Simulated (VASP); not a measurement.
# GaN (P6_3mc) in VASP: notebook

Aim: see how the results for GaN move with the level of theory and the settings. Levels: r2SCAN+rVV10, r2SCAN+D3(BJ). Tasks: single point, relaxation of cell and atoms.

Program: VASP 6.6.1. These are calculated values, not measurements. Logs are shortened: lines on timing, memory, paths and dates and some standing lists are left out, and cuts for length are marked.

## (1) The cell of the first run

It takes space group P6_3mc (No. 186, hexagonal). Conventional cell: a = 3.201 Å, b = 3.201 Å, c = 5.200 Å, α = 90.00°, β = 90.00°, γ = 120.00°. Within 2.6 Å of Ga (site symmetry 3m) lie 4 N at 1.95 to 1.96 Å. N (site symmetry 3m) has 4 Ga at 1.95 to 1.96 Å within 2.6 Å.

## (2) Single point, r2SCAN+rVV10

The input, POSCAR:

```
GaN
1.0
    3.2010602164      0.0000000000      0.0000000000
   -1.6005301082      2.7721994664      0.0000000000
    0.0000000000      0.0000000000      5.2002129176
Ga N
2 2
Direct
    0.6666666667      0.3333333333      0.5000000000
    0.3333333333      0.6666666667      0.0000000000
    0.6666666667      0.3333333333      0.8750000000
    0.3333333333      0.6666666667      0.3750000000
```

The input, INCAR.step1:

```
ALGO = Normal
EDIFF = 1E-5
ENCUT = 910
GGA = PE
GGA_COMPAT = F
ISMEAR = -1
LASPH = T
LCHARG = F
LREAL = F
LWAVE = T
NBANDS = 26
NELM = 120
PREC = Accurate
SIGMA = 0.05
```

The input, INCAR.step2:

```
ALGO = Normal
BPARAM = 11.95
CPARAM = 0.0093
EDIFF = 1E-6
ENCUT = 910
GGA_COMPAT = F
ISIF = 2
ISMEAR = -1
ISTART = 1
IVDW_NL = 2
LASPH = T
LCHARG = F
LMIXTAU = T
LREAL = F
LUSE_VDW = T
LWAVE = F
METAGGA = R2SCAN
NBANDS = 26
NELM = 120
PREC = Accurate
SIGMA = 0.05
```

The input, KPOINTS:

```
k-points
0
Gamma
  10 10 5
```

Potentials or basis: VASP PAW PBE potentials, release 64 (Ga_d, N_h).

Run with:

```console
> cat potpaw_PBE.64/Ga_d/POTCAR potpaw_PBE.64/N_h/POTCAR > POTCAR
> cp INCAR.step1 INCAR
> mpirun -np 1 vasp_std > vasp.out
> cp INCAR.step2 INCAR
> mpirun -np 1 vasp_std > vasp.out
```

OUTCAR:

```text
BPARAM = 11.95
   EDIFF = 1E-6
   ENCUT = 910
   ISIF = 2
   ISMEAR = -1
   ISTART = 1
   IVDW_NL = 2
   LASPH = T
   LREAL = F
   METAGGA = R2SCAN
   NELM = 120
   PREC = Accurate

 ion  position               nearest neighbor table
   1  0.667  0.333  0.500-   3 1.95   4 1.96   4 1.96   4 1.96
   2  0.333  0.667  0.000-   4 1.95   3 1.96   3 1.96   3 1.96
   3  0.667  0.333  0.875-   1 1.95   2 1.96   2 1.96   2 1.96
   4  0.333  0.667  0.375-   2 1.95   1 1.96   1 1.96   1 1.96

  LATTYP: Found a hexagonal cell.
 ALAT       =     3.2010602164
 C/A-ratio  =     1.6245283019

  Lattice vectors:

 A1 = (   3.2010602164,   0.0000000000,   0.0000000000)
 A2 = (  -1.6005301082,   2.7721994664,   0.0000000000)
 A3 = (   0.0000000000,   0.0000000000,   5.2002129176)

Analysis of symmetry for initial positions (statically):
=====================================================================
 Subroutine PRICEL returns:
 Original cell was already a primitive cell.

 Routine SETGRP: Setting up the symmetry group for a
 hexagonal supercell.

 Subroutine GETGRP returns: Found 12 space group operations
 (whereof  6 operations were pure point group operations)
 out of a pool of 24 trial point group operations.

The static configuration has the point symmetry C_3v.
 The point group associated with its full space group is C_6v.

Analysis of symmetry for dynamics (positions and initial velocities):
=====================================================================
 Subroutine PRICEL returns:
 Original cell was already a primitive cell.

 Routine SETGRP: Setting up the symmetry group for a
 hexagonal supercell.

 Subroutine GETGRP returns: Found 12 space group operations
 (whereof  6 operations were pure point group operations)
 out of a pool of 24 trial point group operations.

The dynamic configuration has the point symmetry C_3v.
 The point group associated with its full space group is C_6v.

 Subroutine INISYM returns: Found 12 space group operations
 (whereof  6 operations are pure point group operations),
 and found     1 'primitive' translations

----------------------------------------------------------------------------------------

                                     Primitive cell

  volume of cell :      46.1466

  direct lattice vectors                    reciprocal lattice vectors
     3.201060216  0.000000000  0.000000000     0.312396498  0.180362202  0.000000000
    -1.600530108  2.772199466  0.000000000     0.000000000  0.360724404  0.000000000
     0.000000000  0.000000000  5.200212918     0.000000000  0.000000000  0.192299818

  length of vectors
     3.201060216  3.201060216  5.200212918     0.360724404  0.360724404  0.192299818

  position of ions in fractional coordinates (direct lattice)
     0.666666667  0.333333333  0.500000000
     0.333333333  0.666666667  0.000000000
     0.666666667  0.333333333  0.875000000
     0.333333333  0.666666667  0.375000000

  ion indices of the primitive-cell ions
   primitive index   ion index
                 1           1
                 2           2
                 3           3
                 4           4

----------------------------------------------------------------------------------------

 KPOINTS: k-points

Automatic generation of k-mesh.
 Grid dimensions read from file:
 generate k-points for:   10   10    5

 Generating k-lattice:

  Cartesian coordinates                     Fractional coordinates (reciprocal lattice)
     0.031239650  0.018036220  0.000000000     0.100000000 -0.000000000  0.000000000
     0.000000000  0.036072440  0.000000000     0.000000000  0.100000000  0.000000000
     0.000000000  0.000000000  0.038459964     0.000000000  0.000000000  0.200000000

  Length of vectors
     0.036072440  0.036072440  0.038459964

  Shift w.r.t. Gamma in fractional coordinates (k-lattice)
     0.000000000  0.000000000  0.000000000

 Subroutine IBZKPT returns following result:
 ===========================================

 Found     42 irreducible k-points:

 Following reciprocal coordinates:
            Coordinates               Weight
  0.000000  0.000000  0.000000      1.000000
  0.100000  0.000000  0.000000      6.000000
  0.200000  0.000000  0.000000      6.000000
  0.300000  0.000000  0.000000      6.000000
  0.400000  0.000000  0.000000      6.000000
  0.500000  0.000000  0.000000      3.000000
[... 16 lines left out ...]
  0.300000  0.100000  0.200000     24.000000
  0.400000  0.100000  0.200000     24.000000
 [... further k-points ...]
   k-points           NKPTS =     42   k-points in BZ     NKDIM =     42   number of bands    NBANDS=     26
   number of dos      NEDOS =    301   number of ions     NIONS =      4
   total plane-waves  NPLWV =  55296
   dimension x,y,z NGX =    32 NGY =   32 NGZ =   54
   dimension x,y,z NGXF=    64 NGYF=   64 NGZF=  108
   ions per type =               2   2
   NGX,Y,Z   is equivalent  to a cutoff of  16.62, 16.62, 17.26 a.u.
   NGXF,Y,Z  is equivalent  to a cutoff of  33.24, 33.24, 34.53 a.u.
 SYSTEM =  unknown system
   PREC   = accura    normal or accurate (medium, high low for compatibility)
   ISTART =      1    job   : 0-new  1-cont  2-samecut
   ICHARG =      0    charge: 1-file 2-atom 10-const
   ISPIN  =      1    spin polarized calculation?
   LNONCOLLINEAR =      F non collinear calculations
   LSORBIT =      F    spin-orbit coupling
   LASPH  =      T    aspherical Exc in radial PAW
   ENCUT  =  910.0 eV  66.88 Ry    8.18 a.u.   7.87  7.87 12.79*2*pi/ulx,y,z
   NELM   =    120;   NELMIN=  2; NELMDL=  0     # of ELM steps
   EDIFF  = 0.1E-05   stopping-criterion for ELM
   LREAL  =      F    real-space projection
   EDIFFG = 0.1E-04   stopping-criterion for IOM
   NSW    =      0    number of steps for IOM
   IBRION =     -1    ionic relax: 0-MD 1-quasi-New 2-CG
   NFREE  =      0    steps in history (QN), initial steepest desc. (CG)
   ISIF   =      2    stress and relaxation
   ISYM   =      2    0-nonsym 1-usesym 2-fastsym
   POTIM  = 0.5000    time-step for ionic-motion
   TEBEG  =    0.0;   TEEND  =   0.0 temperature during run
   PSTRESS=    0.0 pullay stress
   NELECT =      36.0000    total number of electrons
   NUPDOWN=      -1.0000    fix difference up-down
   EMIN   =  10.00;   EMAX   =-10.00  energy-range for DOS
   EFERMI =   0.00;   METHOD = LEGACY
   ISMEAR =    -1;   SIGMA  =   0.05  broadening in eV -4-tet -1-fermi 0-gaus
   EFERMI_NEDOS =   21; number of points for ismear=-14 and -15
   IALGO  =     38    algorithm
   IMIX   =      4    mixing-type and parameters
     AMIX     =   0.40;   BMIX     =  1.00
     AMIX_MAG =   1.60;   BMIX_MAG =  1.00
  volume/ion in A,a.u.               =      11.54        77.85
  Fermi-wavevector in a.u.,A,eV,Ry     =   1.507055  2.847922 30.901764  2.271216
  Thomas-Fermi vector in A             =   2.617692
   LORBIT       =      0    0 simple, 1 ext, 2 COOP (PROOUT), +10 PAW based schemes
   METAGGA = R2SCAN    functional components
   LHFCALC =     F    Hartree Fock is set to
   AEXX    =    0.0000 exact exchange contribution
   IVDW_NL    =     2    kernel type
   BPARAM     =11.9500
   IVDW    =     0    specifies the selected vdW correction
   LEPSILON=     F    determine dielectric tensor
   LRPA    =     F    only Hartree local field effects (RPA)
 non-spin polarized calculation
  energy-cutoff  :      910.00
  volume of cell :       46.15
 maximum number of plane-waves:      2892
 NGX is ok and might be reduce to    32
   NGX = 15   NGY = 15   NGZ = 25

 number of electron      36.0000005 magnetization

 Free energy of the ion-electron system (eV)
  ---------------------------------------------------
  ext. energy  EPLUGINS =         0.00000000
  ---------------------------------------------------
  free energy    TOTEN  =       -42.80915876 eV

  energy without entropy =      -42.80915876  energy(sigma->0) =      -42.80915876

 E-fermi :   6.2056     XC(G=0): -12.6245

 val. band max:        5.2313372054   @ k =   0.0000   0.0000   0.0000
 cond. band min:       7.4299279793   @ k =   0.0000   0.0000   0.0000
 fundamental gap:      2.1985907739
 Fermi energy:         6.2055959290

 k-point     1 :       0.0000    0.0000    0.0000
  band No.  band energies     occupation
      1     -11.4752      2.00000
      2     -10.4914      2.00000
      3      -8.5778      2.00000
      4      -8.5561      2.00000
      5      -8.5561      2.00000
      6      -8.4889      2.00000
[... 18 lines left out ...]
     25      17.5858      0.00000
     26      17.5858      0.00000

 k-point     2 :       0.1000    0.0000    0.0000
  band No.  band energies     occupation
      1     -11.3788      2.00000
      2     -10.4646      2.00000
      3      -8.5655      2.00000
      4      -8.5421      2.00000
      5      -8.5254      2.00000
      6      -8.4769      2.00000
[... 18 lines left out ...]
     25      17.1597      0.00000
     26      17.8089      0.00000

 k-point     3 :       0.2000    0.0000    0.0000
  band No.  band energies     occupation
      1     -11.1256      2.00000
      2     -10.4026      2.00000
      3      -8.5329      2.00000
      4      -8.5109      2.00000
      5      -8.4548      2.00000
      6      -8.4188      2.00000
[... 18 lines left out ...]
     25      17.3599      0.00000
     26      18.2953      0.00000

 k-point     4 :       0.3000    0.0000    0.0000
  band No.  band energies     occupation
      1     -10.8215      2.00000
      2     -10.3432      2.00000
      3      -8.5061      2.00000
      4      -8.4864      2.00000
      5      -8.4063      2.00000
      6      -8.3573      2.00000
[... 18 lines left out ...]
     25      17.3269      0.00000
     26      18.9893      0.00000
[... 496 lines left out ...]
      1     -10.8461      2.00000
      2     -10.3874      2.00000
      3      -8.5042      2.00000
      4      -8.4906      2.00000
      5      -8.4341      2.00000
      6      -8.4064      2.00000
[... 18 lines left out ...]
     25      16.9916      0.00000
     26      18.4556      0.00000

 k-point    23 :       0.3000    0.1000    0.2000
  band No.  band energies     occupation
      1     -10.6084      2.00000
      2     -10.3314      2.00000
      3      -8.4921      2.00000
      4      -8.4763      2.00000
      5      -8.4041      2.00000
      6      -8.3500      2.00000
[... 18 lines left out ...]
     25      17.2680      0.00000
     26      18.9010      0.00000

 k-point    24 :       0.4000    0.1000    0.2000
  band No.  band energies     occupation
      1     -10.4756      2.00000
      2     -10.3090      2.00000
      3      -8.4962      2.00000
      4      -8.4683      2.00000
      5      -8.3898      2.00000
      6      -8.3337      2.00000
[... 18 lines left out ...]
     25      17.7876      0.00000
     26      19.2921      0.00000

 [... further k-points ...]

------------------------ aborting loop because EDIFF is reached ----------------------------------------

  FORCE on cell =-STRESS in cart. coord.  units (eV):
  Direction    XX          YY          ZZ          XY          YZ          ZX
  --------------------------------------------------------------------------------------
  -------------------------------------------------------------------------------------
  Total       -1.0908782     -1.0908782     -0.5315045      0.0000000     -0.0000000      0.0000000
  in kB      -37.8745435    -37.8745435    -18.4534720      0.0000000     -0.0000000      0.0000000
  external PRESSURE =     -31.4008530 kB  Pullay stress =       0.0000000 kB

 VOLUME and BASIS-vectors are now :
 -----------------------------------------------------------------------------
  energy-cutoff  :      910.00
  volume of cell :       46.15
      direct lattice vectors                 reciprocal lattice vectors
     3.201060216  0.000000000  0.000000000     0.312396498  0.180362202  0.000000000
    -1.600530108  2.772199466  0.000000000     0.000000000  0.360724404  0.000000000
     0.000000000  0.000000000  5.200212918     0.000000000  0.000000000  0.192299818

 POSITION                                       TOTAL-FORCE (eV/Angst)
 -----------------------------------------------------------------------------------
      1.60053      0.92407      2.60011         0.000000      0.000000     -0.134234
     -0.00000      1.84813      0.00000        -0.000000      0.000000     -0.134234
      1.60053      0.92407      4.55019         0.000000     -0.000000      0.134234
     -0.00000      1.84813      1.95008        -0.000000      0.000000      0.134234
 -----------------------------------------------------------------------------------
    total drift:                               -0.000000      0.000000      0.011311

  FREE ENERGIE OF THE ION-ELECTRON SYSTEM (eV)
  ---------------------------------------------------
  free  energy   TOTEN  =       -42.8091587603 eV

  energy  without entropy=      -42.8091587602  energy(sigma->0) =      -42.80915876
```

Wall time 8.4 min (1 thread of AMD EPYC 7R43 (Zen 3), shared host); peak memory 0.46 GiB.

What came out:

```
Free energy            : -42.8092 eV
Pressure               : -3.1 GPa
Largest force          : 0.134 eV/Å
Band gap on the k mesh : 2.20 eV
```

Forces in eV/Å, atoms in the order of the input:
```
Ga   0.000  0.000 -0.134
Ga   0.000  0.000 -0.134
N    0.000  0.000  0.134
N    0.000  0.000  0.134
```

Caveat: the cutoff is under 1.25 times the usual one of these potentials, so pressure, stress and relaxed cells hold a basis-set (Pulay) error; the cell stands under tension; the PAW data sets were made with another functional, which shifts forces and pressure a little.

## (3) Relaxation of cell and atoms, r2SCAN+D3(BJ)

This run uses another cell than the first one, of 11.31 Å³/atom.

The input, POSCAR:

```
GaN
1.0
    3.1800000000      0.0000000000      0.0000000000
   -1.5900000000      2.7539607840      0.0000000000
    0.0000000000      0.0000000000      5.1660000000
Ga N
2 2
Direct
    0.6666666667      0.3333333333      0.5000000000
    0.3333333333      0.6666666667      0.0000000000
    0.6666666667      0.3333333333      0.8750000000
    0.3333333333      0.6666666667      0.3750000000
```

The input, INCAR.step1:

```
ALGO     = Normal         # electronic algorithm
EDIFF    = 1E-4           # SCF threshold, eV
ENCUT    = 600            # plane-wave cutoff, eV
GGA      = PE             # functional
ISMEAR   = -1             # smearing method
LASPH    = True           # aspherical terms in the spheres
LCHARG   = False          # write CHGCAR
LREAL    = False          # projectors in reciprocal space
LWAVE    = True           # write WAVECAR
NELM     = 100            # most SCF steps
PREC     = Accurate       # precision mode
SIGMA    = 0.05           # smearing width, eV
```

The input, INCAR.step2:

```
ALGO     = Normal         # electronic algorithm
EDIFF    = 1E-7           # SCF threshold, eV
EDIFFG   = -0.01          # ionic threshold
ENCUT    = 600            # plane-wave cutoff, eV
IBRION   = 2              # ionic algorithm
ISIF     = 3              # what is computed and relaxed
ISMEAR   = -1             # smearing method
ISTART   = 1            
IVDW     = 12             # dispersion correction
LASPH    = True           # aspherical terms in the spheres
LCHARG   = False          # write CHGCAR
LMIXTAU  = True         
LREAL    = False          # projectors in reciprocal space
LWAVE    = False          # write WAVECAR
METAGGA  = R2SCAN         # meta-GGA
NELM     = 100            # most SCF steps
NSW      = 60             # ionic steps
PREC     = Accurate       # precision mode
SIGMA    = 0.05           # smearing width, eV
VDW_A1   = 0.49484001   
VDW_A2   = 5.73083694   
VDW_S6   = 1.0          
VDW_S8   = 0.78981345
```

KPOINTS is that of step 2.

Potentials or basis: VASP PAW PBE potentials, release 64 (Ga_d, N).

Run with:

```console
> cat potpaw_PBE.64/Ga_d/POTCAR potpaw_PBE.64/N/POTCAR > POTCAR
> cp INCAR.step1 INCAR
> mpirun -np 1 vasp_std > vasp.out
> cp INCAR.step2 INCAR
> mpirun -np 1 vasp_std > vasp.out
```

Run time: 15 min. Hardware: 1 thread of Intel Xeon Platinum 8259CL at 2.50GHz (Skylake/Cascade Lake), shared host; peak memory 0.23 GiB.

Results (log left out):

```
Free energy                           : -44.3047 eV
Relaxed volume                        : 11.34 Å³/atom
Relaxed cell                          : a = 3.179 Å, b = 3.179 Å, c = 5.181 Å, α = 90.00°, β = 90.00°, γ = 120.00°
Space group after relaxing (to 0.1 Å) : P6_3mc (No. 186)
Energy gained by relaxing             : 0.5 meV/atom
Ionic steps                           : 5
Pressure after relaxing               : 0.0 GPa
Band gap on the k mesh                : 2.36 eV
Dispersion energy per atom            : -0.121 eV
```

Forces in eV/Å, atoms in the order of the input:
```
Ga   0.000  0.000 -0.002
Ga   0.000  0.000 -0.002
N    0.000  0.000  0.002
N    0.000  0.000  0.002
```

Stress tensor (GPa, compression positive):
```
 0.05  0.00  0.00
 0.00  0.05  0.00
 0.00  0.00 -0.07
```

The path:
```
step  energy change (eV)  largest force (eV/Å)  pressure (GPa)  volume (Å³)
   1              0.0000                0.1449            0.47        45.24
   2             -0.0002                0.1081           -0.45        45.46
   3             -0.0019                0.0123           -0.02        45.35
   4             -0.0019                0.0096           -0.03        45.35
   5             -0.0019                0.0020            0.01        45.35
```

Final structure:
```
CELL_PARAMETERS angstrom
3.17910 0.00000 0.00000
-1.58955 2.75318 0.00000
0.00000 0.00000 5.18090
ATOMIC_POSITIONS crystal
Ga 0.66667 0.33333 0.49919
Ga 0.33333 0.66667 0.99919
N 0.66667 0.33333 0.87581
N 0.33333 0.66667 0.37581
```

Levels at points of the mesh, in eV from the valence-band top:
```
           k point  band 15  band 16  band 17  band 18  band 19  band 20  band 21  band 22
(0.00, 0.00, 0.00)    -1.07    -0.04     0.00     0.00     2.36     4.84     9.97    10.61
(0.50, 0.00, 0.00)    -4.32    -2.84    -2.25    -1.04     5.59     6.14     6.55     9.37
```

Caveat: the PAW data sets were made with another functional, which shifts forces and pressure a little.
